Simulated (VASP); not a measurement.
Set up this calculation in VASP 6.6.1, as the native input.

```
Task                   : single point
Functional             : PBE
Potentials or basis    : VASP PAW PBE potentials, release 64 (Ta_pv, Si)
Cutoff                 : 520 eV
k mesh                 : 4 × 4 × 4
Occupations            : gaussian, width 0.1 eV
Spin                   : no spin polarisation
Dipole correction      : no
Further INCAR settings : ALGO = Normal; EDIFF = 1e-06; NBANDS = 24
```

The structure of TaSi5 lies in POSCAR:

```
TaSi5
1.0
    2.3788702579     -3.9165086480      0.0000000000
    2.3788702579      3.9165086480      0.0000000000
   -0.6045098693      0.0000000000      4.8555745481
Ta Si
1 5
Direct
    0.9100354989      0.9100354989      0.0447605500
    0.7317839582      0.3424021272      0.7315067846
    0.6272948067      0.2928361789      0.2199007798
    0.2928361789      0.6272948067      0.2199007798
    0.3424021272      0.7317839582      0.7315067846
    0.1099656624      0.1099656624      0.5607883008
```

One way to write it, as run:

INCAR

```
PREC = Accurate
ENCUT = 520
EDIFF = 1E-6
ISMEAR = 0
SIGMA = 0.1
LREAL = F
LASPH = T
NELM = 60
ALGO = Normal
ISIF = 2
LWAVE = F
LCHARG = F
GGA = PE
NBANDS = 24
```

KPOINTS

```
regular mesh
0
Gamma
  4 4 4
```

Potentials or basis: VASP PAW PBE potentials, release 64 (Ta_pv, Si).

Run with:

```bash
$ cat potpaw_PBE.64/Ta_pv/POTCAR potpaw_PBE.64/Si/POTCAR > POTCAR
$ mpirun -np 1 vasp_std > vasp.out
```

Results of the run:

```json
{
  "Pressure": "0.3 GPa",
  "Largest force": "0.260 eV/Å"
}
```

Caveat: the k points lie up to 0.39 Å⁻¹ apart.

It took 34 s on 1 thread of Intel(R) Xeon(R) Platinum 8259CL CPU @ 2.50GHz (Skylake/Cascade Lake), with other jobs on the host, peak memory 0.22 GiB.
